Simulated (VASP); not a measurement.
Wanted: the native input for a VASP 6.6.1 run.

```yaml
Task: relaxation of cell and atoms
Functional: PBEsol
Potentials_or_basis: VASP PAW PBE potentials, release 64 (Ba_sv, Zr_sv, O)
Cutoff: 600 eV
k_mesh: 6 × 6 × 6
Occupations: fermi-dirac, width 0.05 eV
Spin: no spin polarisation
Target_pressure: 2 GPa
Dipole_correction: no
Further_INCAR_settings: ALGO = Normal; EDIFF = 1e-07; IBRION = 2; EDIFFG = -0.01; NSW = 60; ISIF = 3
```

The structure of BaZrO3 lies in POSCAR:

```
BaZrO3
1.0
    4.1913400000      0.0000000000      0.0000000000
    0.0000000000      4.1913400000      0.0000000000
    0.0000000000      0.0000000000      4.1913400000
Ba Zr O
1 1 3
Direct
    0.0000000000      0.0000000000      0.0000000000
    0.5000000000      0.5000000000      0.5000000000
    0.5000000000      0.5000000000      0.0000000000
    0.5000000000      0.0000000000      0.5000000000
    0.0000000000      0.5000000000      0.5000000000
```

These files were run (other wordings do the same):

INCAR

```
PREC = Accurate
ENCUT = 600
EDIFF = 1E-7
ISMEAR = -1
SIGMA = 0.05
LREAL = False
LASPH = True
NELM = 100
ALGO = Normal
ISIF = 3
LWAVE = False
LCHARG = False
GGA = PS
IBRION = 2
NSW = 60
EDIFFG = -0.01
PSTRESS = 20.0
```

KPOINTS

```
Automatic mesh
0
Gamma
  6 6 6
```

Potentials or basis: VASP PAW PBE potentials, release 64 (Ba_sv, Zr_sv, O).

The run is started by

```console
$ cat potpaw_PBE.64/Ba_sv/POTCAR potpaw_PBE.64/Zr_sv/POTCAR potpaw_PBE.64/O/POTCAR > POTCAR
$ mpirun -np 1 vasp_std > vasp.out
```

It gave:

The relaxed volume is 14.53 Å³/atom and the relaxed cell is a = 4.173 Å, b = 4.173 Å, c = 4.173 Å, α = 90.00°, β = 90.00°, γ = 90.00°. The space group after relaxing (to 0.1 Å) is Pm-3m (No. 221). The energy change on relaxing (the run minimises the enthalpy) is +1.1 meV/atom, the ionic steps are 3 and the pressure after relaxing is 2.0 GPa. The band gap on the k mesh is 3.13 eV (least direct gap 3.34 eV).

Caveat: the cell is relaxed towards a set pressure, so the run minimises the enthalpy, not the energy; the PAW data sets were made with another functional, which shifts forces and pressure a little; spin-orbit coupling is left out, which moves the levels of the heavy elements.

Run time: 2.3 min on 1 thread of Intel Xeon 8259CL, with other jobs on the host, peak memory 0.25 GiB.
